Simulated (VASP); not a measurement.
Here is a VASP 6.6.1 calculation.

The input INCAR:

```
SYSTEM = La
ALGO = Fast
EDIFF = 1E-6
ENCUT = 520
GGA = PE
ISIF = 2
ISMEAR = -1
LASPH = .TRUE.
LCHARG = .FALSE.
LREAL = .FALSE.
LWAVE = .FALSE.
NBANDS = 30
NELM = 80
PREC = Accurate
SIGMA = 0.05
```

File KPOINTS:

```
k-points
0
G
  8 8 3
  0 0 0
```

File POSCAR:

```
La
1.0
    3.7446972242      0.0000000000      0.0000000000
   -1.8723486121      3.2430029257      0.0000000000
    0.0000000000      0.0000000000     12.0773935143
La
4
Direct
    0.6666666667      0.3333333333      0.2500000000
    0.3333333333      0.6666666667      0.7500000000
    0.0000000000      0.0000000000      0.5000000000
    0.0000000000      0.0000000000      0.0000000000
```

Potentials or basis: VASP PAW PBE potentials, release 64 (La).

Command:

```bash
$ cat potpaw_PBE.64/La/POTCAR > POTCAR
$ mpirun -np 1 vasp_std > vasp.out
```

Question: Predict the band gap on the k mesh.

Answer: Zero (bands 22 and 23 overlap by 1.19 eV).

Question: Predict the pressure.

Answer: 0.4 GPa.

Stress tensor (GPa, compression positive):
```
0.40 0.00 0.00
0.00 0.40 0.00
0.00 0.00 0.33
```

Caveat: spin-orbit coupling is left out, which moves the levels of the heavy elements.
